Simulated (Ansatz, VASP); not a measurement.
**TiN: VASP beside Ansatz**

Contents of INCAR:

```
SYSTEM = TiN
PREC = Accurate
ENCUT = 600
EDIFF = 1E-6
ISMEAR = 0
SIGMA = 0.1
LREAL = .FALSE.
LASPH = .TRUE.
NELM = 120
ALGO = Normal
ISIF = 2
LWAVE = .FALSE.
LCHARG = .FALSE.
GGA = PS
NBANDS = 16
GGA_COMPAT = .FALSE.
```

Contents of KPOINTS:

```
Automatic mesh
0
G
  6 6 6
  0 0 0
```

Contents of POSCAR:

```
TiN
1.0
    0.0000000000      2.1019140068      2.1019140068
    2.1019140068      0.0000000000      2.1019140068
    2.1019140068      2.1019140068      0.0000000000
Ti N
1 1
Direct
    0.0000000000      0.0000000000      0.0000000000
    0.5000000000      0.5000000000      0.5000000000
```

Input for Ansatz:

```yaml
crystal:
  lattice:
    - [0.0, 2.1019140068, 2.1019140068]
    - [2.1019140068, 0.0, 2.1019140068]
    - [2.1019140068, 2.1019140068, 0.0]
  atoms:
    - { symbol: Ti, position: [0.0, 0.0, 0.0] }
    - { symbol: "N", position: [0.5, 0.5, 0.5] }
basis:
  ecutwfc: 420
kpoints:
  mp_grid: { grid: [6, 6, 6] }
hamiltonian:
  xc: pbesol
  pseudopotentials: { kind: paw, azcp: { folder: soft_1 } }
scf:
  occupations: { method: gaussian, width: 0.1 }
output:
  forces: true
  stress: true
  eigenvalues: true
```

Alike in both runs: task single point; functional PBEsol; k mesh 6 × 6 × 6; occupations gaussian, width 0.1 eV; no spin polarisation.

|  | VASP | Ansatz |
| --- | --- | --- |
| version | VASP 6.6.1 | Ansatz 0.2.0 |
| potentials or method | VASP PAW PBE potentials, release 64 (Ti_sv, N), cutoff 600 eV | scalar-relativistic, plane waves, PAW |
| valence electrons in the cell | 17 | 17 |

Ansatz gave:

```
gap on the k mesh at the Fermi level (eV) : none
pressure (GPa)                            : -0.1
```

Task: Estimate VASP's values.

Result: gap on the k mesh at the Fermi level (eV): none; pressure (GPa): 0.2.

VASP's potentials were made for PBE, not for PBEsol, and Ansatz warns of the same on its side. A gap of «none» marks a metal or a gap that the smearing closes. The functional is the same, so the differences come from potentials, cutoffs and numerics.

The k mesh is coarse, so the values compare programs but aren't converged.
